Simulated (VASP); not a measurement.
BAs: single point with PBE

Crystal: BAs.

```xyz
2
Lattice="0.0000 2.3053 2.3053 2.3053 0.0000 2.3053 2.3053 2.3053 0.0000" Properties=species:S:1:pos:R:3 pbc="T T T"
B     0.0000    0.0000    0.0000
As    2.3053    2.3053    2.3053
```

| Item | Value |
| --- | --- |
| Program | VASP 6.6.1 |
| Task | single point |
| Functional | PBE |
| Potentials or basis | VASP PAW PBE potentials, release 64 (B, As) |
| Cutoff | 500 eV |
| k mesh | 8 × 8 × 8 |
| Occupations | fermi-dirac, width 0.02 eV |
| Spin | no spin polarisation |
| Dipole correction | no |
| Further INCAR settings | ALGO = Normal; EDIFF = 1e-06; NBANDS = 11 |

| Quantity | Value |
| --- | --- |
| Pressure | 1.5 GPa |
| Band gap on the k mesh | zero (band 4 reaches 8.81 eV, above the bottom of band 5 at 3.90 eV) |

Levels at points of the mesh, in eV from the Fermi level:
```tsv
k point	band 1	band 2	band 3	band 4	band 5	band 6	band 7	band 8
(0.00, 0.00, 0.00)	-15.85	0.04	0.04	0.04	3.53	7.74	7.74	7.74
(0.50, 0.00, 0.00)	-12.09	-9.65	1.11	1.11	1.41	1.41	4.20	5.51
(0.50, 0.50, 0.00)	-10.66	-7.83	-3.67	-3.67	-3.33	3.76	10.64	10.64
```

Run time: 7.1 s on 1 thread of Intel Xeon 8259CL, with other jobs on the host, peak memory 0.14 GiB.
